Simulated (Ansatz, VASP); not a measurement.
**Two plane-wave programs on Be2PtF**

```
Be Pt F
1.0
     1.37081    0.79144    6.52313
    -1.37081    0.79144    6.52313
     0.00000   -1.58287    6.52313
Be Pt F
2 1 1
Direct
  0.24284 0.24284 0.24284
  0.75716 0.75716 0.75716
  0.00000 0.00000 0.00000
  0.50000 0.50000 0.50000
```

Alike in both runs: functional PBE; k mesh 6 × 6 × 6; occupations gaussian, width 0.1 eV; no spin polarisation.

Ansatz relaxed the structure, and its values are those at the end. VASP's run is a single point on that final structure, the one shown.

```csv
,VASP,Ansatz
version,VASP 6.6.1,Ansatz 0.2.0
potentials or method,"VASP PAW PBE potentials, release 64 (Be, Pt, F), cutoff 520 eV","scalar-relativistic, plane waves, PAW"
valence electrons in the cell,21,29
```

VASP gave:

* gap on the k mesh at the Fermi level (eV): none
* pressure (GPa): -0.2
* rms of the force components (eV/Å): 0.003

Question: What did Ansatz give for the same quantities?

Answer: gap on the k mesh at the Fermi level (eV): none; pressure (GPa): 0.0; rms of the force components (eV/Å): 0.004.

A gap of «none» marks a metal or a gap that the smearing closes. With one functional, cell and mesh, what is left measures potentials, basis and numerics. VASP's potentials hold 21 valence electrons a cell and Ansatz's 29, so a difference there can come from the potentials and not from the codes.

The k mesh is coarse, so the values compare programs but aren't converged. Neither program's run includes spin-orbit coupling.
